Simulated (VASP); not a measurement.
Set up this calculation in VASP 6.6.1, as the native input.

| Property | Result |
| --- | --- |
| Task | single point |
| Functional | PBE |
| Potentials or basis | VASP PAW PBE potentials, release 64 (In_d, P) |
| Cutoff | 400 eV |
| k mesh | 8 × 6 × 1 |
| Occupations | gaussian, width 0.05 eV |
| Spin | no spin polarisation |
| Dipole correction | no |
| Further INCAR settings | ALGO = Normal; EDIFF = 1e-06; NBANDS = 66; NELMDL = -8 |

The structure of InP lies in POSCAR:

```
InP
1.0
    4.2144047934      0.0000000000      0.0000000000
    0.0000000000      5.9600684162      0.0000000000
    0.0000000000      0.0000000000     25.5360119836
In P
6 6
Direct
    0.5000000000      0.5000000000      0.2937028697
    0.0000000000      0.0000000000      0.3762217218
    0.5000000000      0.5000000000      0.4587405739
    0.0000000000      0.0000000000      0.5412594261
    0.5000000000      0.5000000000      0.6237782782
    0.0000000000      0.0000000000      0.7062971303
    0.0000000000      0.2500000000      0.2937028697
    0.5000000000      0.7500000000      0.3762217218
    0.0000000000      0.2500000000      0.4587405739
    0.5000000000      0.7500000000      0.5412594261
    0.0000000000      0.2500000000      0.6237782782
    0.5000000000      0.7500000000      0.7062971303
```

The input as run:

INCAR

```
SYSTEM = InP
PREC = Accurate ; ENCUT = 400
EDIFF = 1E-6 ; ISMEAR = 0
SIGMA = 0.05 ; LREAL = .FALSE.
LASPH = .TRUE. ; NELM = 120
ALGO = Normal ; ISIF = 2
LWAVE = .FALSE. ; LCHARG = .FALSE.
GGA = PE ; NBANDS = 66
GGA_COMPAT = .FALSE. ; NELMDL = -8
```

KPOINTS

```
regular mesh
0
G
  8 6 1
  0 0 0
```

Potentials or basis: VASP PAW PBE potentials, release 64 (In_d, P).

Run with:

```console
$ cat potpaw_PBE.64/In_d/POTCAR potpaw_PBE.64/P/POTCAR > POTCAR
$ mpirun -np 1 vasp_std > vasp.out
```

Results of the run:

| Property | Result |
| --- | --- |
| Largest force | 1.505 eV/Å |
| Band gap on the k mesh | 0.42 eV (least direct gap 0.46 eV) |

Caveat: there is no dipole correction, which matters where the two faces differ; semilocal functionals underestimate gaps, and a narrow one can read as zero; spin-orbit coupling is left out, which moves the levels of the heavy elements.

It took 26 min on 1 thread of Oxide Virtual Turin-like Processor, on a shared host, peak memory 0.67 GiB.
